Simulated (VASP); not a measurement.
Runs of VASP 6.6.1 on MgO. The structure is that of space group Cm (No. 8), or close to it. The cells are those of the table. 

```tsv
cell	gap on the mesh (eV)	pressure (GPa)	largest force (eV/Å)
a = 2.942, b = 2.942, c = 14.838 Å, angles 84.3, 87.2, 60.0°, 12 atoms	2.65	-0.5	(c)
a = 2.942, b = 2.942, c = 14.490 Å, angles 84.2, 87.1, 60.0°, 12 atoms	4.44	11.4	17.57
a = 2.942, b = 2.942, c = 15.286 Å, angles 84.5, 87.2, 60.0°, 12 atoms	0.24	-4.1	(b)
a = 2.942, b = 2.942, c = 14.241 Å, angles 84.1, 87.0, 60.0°, 12 atoms	4.30	29.6	46.27
a = 2.942, b = 2.942, c = 15.983 Å, angles 84.7, 87.4, 60.0°, 12 atoms	none	(a)	2.03
```

Alike in all rows: task single point; level LDA; potentials or basis VASP PAW LDA potentials, release 64 (Mg, O); no spin polarisation; k mesh 9 × 9 × 2; cutoff (eV) 520; smearing gaussian 0.05 eV.

Q: Estimate the missing entries.

A: (a) -2.8; (b) 3.44; (c) 1.90.

Caveats: forces of over 1 eV/Å act on the atoms, so gaps and moduli don't describe the material at rest.

A k mesh can miss the band edges.

A gap of «none» marks levels without a gap at the run's occupations.
